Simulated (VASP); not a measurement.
# Au (Fm-3m) in VASP: further runs, part 2 of 2

VASP 6.6.1. The steps go on from the part before.

## 3. Single point, PBE

File INCAR:

```
SYSTEM = Au
ALGO     = Normal         ! electronic algorithm
EDIFF    = 1E-6           ! SCF threshold, eV
ENCUT    = 520            ! plane-wave cutoff, eV
GGA      = PE             ! functional
ISIF     = 2              ! what is computed and relaxed
ISMEAR   = -1             ! smearing method
LASPH    = .TRUE.         ! aspherical terms in the spheres
LCHARG   = .TRUE.         ! write CHGCAR
LELF     = .TRUE.         ! ELF
LREAL    = .FALSE.        ! projectors in reciprocal space
LVHAR    = .TRUE.       
LWAVE    = .FALSE.        ! write WAVECAR
NBANDS   = 12             ! bands
NELM     = 100            ! most SCF steps
PREC     = Accurate       ! precision mode
SIGMA    = 0.05           ! smearing width, eV
```

File KPOINTS:

```
k-points
0
G
  21 21 21
  0 0 0
```

File POSCAR:

```
Au
1.0
    0.0000000000      2.0785962888      2.0785962888
    2.0785962888      0.0000000000      2.0785962888
    2.0785962888      2.0785962888      0.0000000000
Au
1
Direct
    0.0000000000      0.0000000000      0.0000000000
```

Potentials or basis: VASP PAW PBE potentials, release 64 (Au).

Command:

```sh
$ cat potpaw_PBE.64/Au/POTCAR > POTCAR
$ mpirun -np 1 vasp_std > vasp.out
```

OUTCAR:

```text
SYSTEM = Au
   EDIFF = 1E-6
   ENCUT = 520
   GGA = PE
   ISIF = 2
   ISMEAR = -1
   LASPH = .TRUE.
   LREAL = .FALSE.
   NELM = 100
   PREC = Accurate

 ion  position               nearest neighbor table
   1  0.000  0.000  0.000-

  LATTYP: Found a face centered cubic cell.
 ALAT       =     4.1571925776

  Lattice vectors:

 A1 = (   0.0000000000,   2.0785962888,   2.0785962888)
 A2 = (   2.0785962888,   0.0000000000,   2.0785962888)
 A3 = (   2.0785962888,   2.0785962888,   0.0000000000)

Analysis of symmetry for initial positions (statically):
=====================================================================
 Subroutine PRICEL returns:
 Original cell was already a primitive cell.

 Routine SETGRP: Setting up the symmetry group for a
 face centered cubic supercell.

 Subroutine GETGRP returns: Found 48 space group operations
[... 9 lines left out ...]

 Routine SETGRP: Setting up the symmetry group for a
 face centered cubic supercell.

 Subroutine GETGRP returns: Found 48 space group operations
[... 11 lines left out ...]
                                     Primitive cell

  volume of cell :      17.9614
[... 143 lines left out ...]
  band No.  band energies     occupation
      1      -0.6903      2.00000
      2       4.2001      2.00000
      3       4.2001      2.00000
      4       4.2001      2.00000
      5       5.5795      2.00000
      6       5.5795      2.00000
      7      23.2032      0.00000
      8      26.8997      0.00000
      9      26.8997      0.00000
     10      26.8997      0.00000
     11      31.6411      0.00000
     12      35.7254      0.00000
[... 331 lines left out ...]
 k-point    24 :      -0.3810    0.0476    0.0000
  band No.  band energies     occupation
      1       1.8115      2.00000
      2       4.2209      2.00000
      3       4.2732      2.00000
      4       5.7698      2.00000
      5       6.3378      2.00000
      6       6.9525      2.00000
      7      13.8651      0.00000
      8      23.0103      0.00000
      9      25.1879      0.00000
     10      26.3400      0.00000
     11      31.9030      0.00000
     12      32.4041      0.00000

 [... further k-points ...]

------------------------ aborting loop because EDIFF is reached ----------------------------------------

  FORCE on cell =-STRESS in cart. coord.  units (eV):
  Direction    XX          YY          ZZ          XY          YZ          ZX
  --------------------------------------------------------------------------------------
  -------------------------------------------------------------------------------------
  Total       -0.0255672     -0.0255672     -0.0255672      0.0000000      0.0000000     -0.0000000
  in kB       -2.2806233     -2.2806233     -2.2806233      0.0000000      0.0000000     -0.0000000
  external PRESSURE =      -2.2806233 kB  Pullay stress =       0.0000000 kB

 VOLUME and BASIS-vectors are now :
 -----------------------------------------------------------------------------
  energy-cutoff  :      520.00
  volume of cell :       17.96
      direct lattice vectors                 reciprocal lattice vectors
     0.000000000  2.078596289  2.078596289    -0.240546951  0.240546951  0.240546951
     2.078596289  0.000000000  2.078596289     0.240546951 -0.240546951  0.240546951
     2.078596289  2.078596289  0.000000000     0.240546951  0.240546951 -0.240546951

 POSITION                                       TOTAL-FORCE (eV/Angst)
 -----------------------------------------------------------------------------------
      0.00000      0.00000      0.00000         0.000000     -0.000000      0.000000
 -----------------------------------------------------------------------------------
    total drift:                               -0.000000      0.000000     -0.000000

  FREE ENERGIE OF THE ION-ELECTRON SYSTEM (eV)
  ---------------------------------------------------
  free  energy   TOTEN  =        -3.2200862053 eV

  energy  without entropy=       -3.2166310369  energy(sigma->0) =       -3.21835862
```

Run time: 36 s. Hardware: 1 thread of Intel Xeon 6975P-C, shared host; peak memory 0.19 GiB.

What came out:

| Item | Value |
| --- | --- |
| Free energy | -3.2201 eV |
| Pressure | -0.2 GPa |

## 4. Single point, PBE, non-collinear spin, zero start, spin-orbit coupling

File INCAR:

```
PREC = Accurate
ENCUT = 520
EDIFF = 1E-6
ISMEAR = -1
SIGMA = 0.05
LREAL = F
LASPH = T
NELM = 150
ALGO = Normal
ISIF = 2
LWAVE = F
LCHARG = F
LNONCOLLINEAR = T
MAGMOM = 0 0 0
LORBIT = 11
LSORBIT = T
GGA_COMPAT = F
LORBMOM = T
LMAXMIX = 4
GGA = PE
NBANDS = 22
```

File KPOINTS:

```
Automatic mesh
0
Gamma
  21 21 21
```

POSCAR is that of step 3.

Command:

```sh
$ cat potpaw_PBE.64/Au/POTCAR > POTCAR
$ mpirun -np 1 vasp_ncl > vasp.out
```

Wall time 3.2 min (1 thread of Intel Xeon 6975P-C, shared host); peak memory 0.32 GiB.

The run converged. Its results:

| Quantity | Value |
| --- | --- |
| Free energy | -3.5048 eV |
| Pressure | -1.3 GPa |
| Net moment | 0.00 μB per cell |
| Valence electrons inside the program's atomic spheres | Au 9.59 |

Moments on the atoms (μB; x, y, z):
```
Au  0.00 0.00 0.00
```
